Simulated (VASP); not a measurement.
Input of a VASP 6.6.1 run:

Contents of INCAR:

```
SYSTEM = MgSnN
PREC = Accurate
ENCUT = 600
EDIFF = 1E-6
ISMEAR = 0
SIGMA = 0.1
LREAL = .FALSE.
LASPH = .TRUE.
NELM = 80
ALGO = Normal
ISIF = 3
LWAVE = .FALSE.
LCHARG = .FALSE.
GGA = PE
IBRION = 2
NSW = 90
EDIFFG = -0.04
```

The input KPOINTS:

```
Automatic mesh
0
G
  6 6 4
  0 0 0
```

Contents of POSCAR:

```
MgSnN
1.0
    3.6507694300      0.0000000000      0.0000000000
    0.0000000000      3.6858561300      0.0000000000
    0.0000000000      0.0000000000      3.7994485400
Mg Sn N
1 1 1
Direct
    0.0000000000      0.0000000000      0.0000000000
    0.5000000000      0.5000000000      0.5000000000
    0.5000000000      0.5000000000      0.0000000000
```

Potentials or basis: VASP PAW PBE potentials, release 64 (Mg, Sn_d, N).

Command:

```sh
$ cat potpaw_PBE.64/Mg/POTCAR potpaw_PBE.64/Sn_d/POTCAR potpaw_PBE.64/N/POTCAR > POTCAR
$ mpirun -np 1 vasp_std > vasp.out
```

Predict the relaxed volume.

15.46 Å³/atom.

Predict the space group after relaxing (to 0.05 Å).

P4/mmm (No. 123).

Final structure:
```
Mg Sn N
1.0
     3.12259    0.00000    0.00000
     0.00000    3.12267    0.00000
     0.00000    0.00000    4.75737
Mg Sn N
1 1 1
Direct
  0.00000 0.00000 0.00000
  0.50000 0.50000 0.50000
  0.50000 0.50000 0.00000
```

Caveat: the k points lie up to 0.34 Å⁻¹ apart in the final cell.
